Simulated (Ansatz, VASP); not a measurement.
**Two plane-wave programs on AlN**

POSCAR

```
AlN
1.0
   -3.1066653462      0.0000000000      0.0000000000
    0.0000000000      0.0000000000     -4.9784048411
    0.0000000000     -5.3809022217      0.0000000000
Al N
4 4
Direct
    0.5844957441      0.9983070980      0.1666666667
   -0.0844957441      0.9983070980      0.6666666667
    0.0844957441      0.4983070980      0.3333333333
    0.4155042559      0.4983070980      0.8333333333
    0.5760277627      0.6166929020      0.1666666667
   -0.0760277627      0.6166929020      0.6666666667
    0.0760277627      0.1166929020      0.3333333333
    0.4239722373      0.1166929020      0.8333333333
```

Contents of INCAR.step1:

```
PREC = Accurate
ENCUT = 520
ISMEAR = 0
SIGMA = 0.05
LREAL = F
LASPH = T
NELM = 100
NBANDS = 26
GGA = PE
ALGO = Normal
EDIFF = 1E-4
LWAVE = T
LCHARG = F
```

The input INCAR.step2:

```
PREC = Accurate
ENCUT = 520
EDIFF = 1E-7
ISMEAR = 0
SIGMA = 0.05
LREAL = F
LASPH = T
NELM = 100
ALGO = Normal
ISIF = 2
LWAVE = F
LCHARG = T
METAGGA = R2SCAN
LMIXTAU = T
LELF = T
LVHAR = T
NBANDS = 26
ISTART = 1
```

KPOINTS

```
regular mesh
0
Gamma
  8 6 4
```

Input for Ansatz:

```yaml
crystal:
  lattice:
    - [-3.1066653462, 0.0, 0.0]
    - [0.0, 0.0, -4.9784048411]
    - [0.0, -5.3809022217, 0.0]
  atoms:
    - { symbol: Al, position: [0.5844957441, 0.998307098, 0.1666666667] }
    - { symbol: Al, position: [-0.0844957441, 0.998307098, 0.6666666667] }
    - { symbol: Al, position: [0.0844957441, 0.498307098, 0.3333333333] }
    - { symbol: Al, position: [0.4155042559, 0.498307098, 0.8333333333] }
    - { symbol: "N", position: [0.5760277627, 0.616692902, 0.1666666667] }
    - { symbol: "N", position: [-0.0760277627, 0.616692902, 0.6666666667] }
    - { symbol: "N", position: [0.0760277627, 0.116692902, 0.3333333333] }
    - { symbol: "N", position: [0.4239722373, 0.116692902, 0.8333333333] }
basis:
  ecutwfc: 500
kpoints:
  mp_grid: { grid: [8, 6, 4] }
hamiltonian:
  xc: r2scan
scf:
  occupations: { method: gaussian, width: 0.05 }
output:
  forces: true
  stress: true
  eigenvalues: true
```

Change from the starting cell: mode 4 (235.2 1/cm) frozen in, largest displacement +0.263 Å.

Alike in both runs: task single point; functional r2SCAN; k mesh 8 × 6 × 4; occupations gaussian, width 0.05 eV; no spin polarisation.

|  | VASP | Ansatz |
| --- | --- | --- |
| version | VASP 6.6.1 | Ansatz 0.2.0 |
| potentials or method | VASP PAW PBE potentials, release 64 (Al, N), cutoff 520 eV | scalar-relativistic, plane waves, PAW |
| valence electrons in the cell | 32 | 32 |

Ansatz gave:

```
gap on the k mesh at the Fermi level (eV)                     : 4.40
least direct gap on the mesh (eV)                             : 4.40
pressure (GPa)                                                : -2.1
traceless stress, the component that is largest in VASP (GPa) : 4.76
rms of the force components (eV/Å)                            : 0.693
```

Question: What did VASP give for the same quantities?

Answer: gap on the k mesh at the Fermi level (eV): 4.43; least direct gap on the mesh (eV): 4.43; pressure (GPa): -2.5; traceless stress, the component that is largest in VASP (GPa): 4.70; rms of the force components (eV/Å): 0.698.

VASP's potentials were made for PBE, not for r2SCAN. Atom by atom the forces differ by 0.005 eV/Å (rms over components).
